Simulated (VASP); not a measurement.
**TeW: relaxation of cell and atoms with PBEsol**

Crystal: TeW.

```xyz
2
Lattice="0.0000 3.0242 3.0242 3.0242 0.0000 3.0242 3.0242 3.0242 0.0000" Properties=species:S:1:pos:R:3 pbc="T T T"
W     0.0000    0.0000    0.0000
Te    1.5121    1.5121    1.5121
```

```
Program                : VASP 6.6.1
Task                   : relaxation of cell and atoms
Functional             : PBEsol
Potentials or basis    : VASP PAW PBE potentials, release 64 (W_sv, Te)
Cutoff                 : 600 eV
k mesh                 : 12 × 12 × 12
Occupations            : gaussian, width 0.1 eV
Spin                   : no spin polarisation
Dipole correction      : no
Further INCAR settings : ALGO = Normal; EDIFF = 1e-06; IBRION = 2; EDIFFG = -0.01; NSW = 80; ISIF = 3
```

```json
{
  "Relaxed volume": "27.39 Å³/atom",
  "Relaxed cell": "a = 4.263 Å, b = 4.263 Å, c = 4.263 Å, α = 60.00°, β = 60.00°, γ = 60.00°",
  "Space group after relaxing (to 0.1 Å)": "F-43m (No. 216)",
  "Energy gained by relaxing": "0.9 meV/atom",
  "Ionic steps": "3",
  "Pressure after relaxing": "0.0 GPa",
  "Band gap on the k mesh": "zero (bands 10 and 11 overlap by 0.25 eV)"
}
```

The path:
| step | energy change (eV) | largest force (eV/Å) | pressure (GPa) | volume (Å³) |
| --- | --- | --- | --- | --- |
| 1 | 0.0000 | 0.0000 | -1.02 | 55.32 |
| 2 | 0.0028 | 0.0000 | 1.73 | 53.92 |
| 3 | -0.0017 | 0.0000 | -0.01 | 54.78 |

Final structure:
```
W Te
1.0
     0.00000    3.01434    3.01434
     3.01434    0.00000    3.01434
     3.01434    3.01434    0.00000
W Te
1 1
Direct
  0.00000 0.00000 0.00000
  0.25000 0.25000 0.25000
```

Levels at points of the mesh, in eV from the Fermi level:
```
           k point  band 6  band 7  band 8  band 9  band 10  band 11  band 12  band 13  band 14
(0.00, 0.00, 0.00)   -4.10   -4.10   -4.10   -0.32    -0.32     1.63     4.79     4.79     4.79
(0.50, 0.00, 0.00)   -5.53   -3.78   -3.78   -0.21    -0.06    -0.06     2.35     2.35     3.38
(0.50, 0.50, 0.00)   -5.90   -3.23   -3.23   -1.32    -0.51     0.27     0.75     0.75     6.01
```

It took 110 s on 1 thread of AMD EPYC 7R13 Processor (Zen 3) (shared host), peak memory 0.23 GiB.

Caveat: the PAW data sets were made with another functional, which shifts forces and pressure a little; spin-orbit coupling is left out, which moves the levels of the heavy elements.
